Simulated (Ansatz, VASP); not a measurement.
**Two plane-wave programs on MnO**

File INCAR:

```
PREC = Accurate ; ENCUT = 520
EDIFF = 1E-6 ; ISMEAR = 0
SIGMA = 0.15 ; LREAL = F
LASPH = T ; NELM = 150
ALGO = Normal ; ISIF = 2
LWAVE = F ; LCHARG = F
ISPIN = 2 ; MAGMOM = 4.46 0.26
LORBIT = 11 ; LMAXMIX = 4
GGA = PE ; NBANDS = 20
```

Contents of KPOINTS:

```
regular mesh
0
Gamma
  20 20 20
```

POSCAR

```
MnO
1.0
    0.0000000000      2.2220000000      2.2220000000
    2.2220000000      0.0000000000      2.2220000000
    2.2220000000      2.2220000000      0.0000000000
Mn O
1 1
Direct
    0.0000000000      0.0000000000      0.0000000000
    0.5000000000      0.5000000000      0.5000000000
```

Input for Ansatz:

```yaml
crystal:
  lattice:
    - [0.0, 2.222, 2.222]
    - [2.222, 0.0, 2.222]
    - [2.222, 2.222, 0.0]
  atoms:
    - { symbol: Mn, position: [0.0, 0.0, 0.0], spin: 4.46 }
    - { symbol: O, position: [0.5, 0.5, 0.5], spin: 0.26 }
basis:
  ecutwfc: 420
kpoints:
  mp_grid: { grid: [20, 20, 20] }
hamiltonian:
  xc: pbe
scf:
  occupations: { method: gaussian, width: 0.15 }
output:
  forces: true
  stress: true
  eigenvalues: true
  populations: true
magnetization:
  spin_polarized: true
```

Alike in both runs: task single point; functional PBE; k mesh 20 × 20 × 20; occupations gaussian, width 0.15 eV; collinear spin.

```csv
,VASP,Ansatz
version,VASP 6.6.1,Ansatz 0.2.0
potentials or method,"VASP PAW PBE potentials, release 64 (Mn_pv, O), cutoff 520 eV","scalar-relativistic, plane waves, PAW"
valence electrons in the cell,19,21
```

Ansatz gave:

```
gap on the k mesh at the Fermi level (eV)                     : none
pressure (GPa)                                                : -0.2
net moment per atom (μB)                                      : 2.38
size of the moment on the site where the two differ most (μB) : 4.04
```

Question: Which values does VASP return?

Answer: gap on the k mesh at the Fermi level (eV): none; pressure (GPa): 0.0; net moment per atom (μB): 2.38; size of the moment on the site where the two differ most (μB): 4.32.

Site moments also hang on the region over which each program counts them. A gap of «none» marks a metal or a gap that the smearing closes. VASP's potentials hold 19 valence electrons a cell and Ansatz's 21, so a difference there can come from the potentials and not from the codes.
